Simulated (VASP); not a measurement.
Ta:

```
Ta
1.0
    -1.65128    1.65128    1.65128
     1.65128   -1.65128    1.65128
     1.65128    1.65128   -1.65128
Ta
1
Direct
  0.00000 0.00000 0.00000
```

Program: VASP 6.6.1. Alike in all runs: task single point; no spin polarisation; cell as given; k mesh 10 × 10 × 10; cutoff (eV) 500; smearing fermi-dirac 0.1 eV.

Q: Order these runs on this cell by their pressure, lowest first.
A. level BLYP; potentials or basis VASP PAW PBE potentials, release 64 (Ta_pv)
B. level PBE; potentials or basis VASP PAW PBE potentials, release 64 (Ta_pv)
C. level LDA; potentials or basis VASP PAW LDA potentials, release 64 (Ta_pv)
D. level RPBE; potentials or basis VASP PAW PBE potentials, release 64 (Ta_pv)

A: C (-7.0 GPa), B (4.4 GPa), D (7.8 GPa), A (11.5 GPa).

Caveats: the PAW data sets were made with another functional, which shifts forces and pressure a little (some runs).
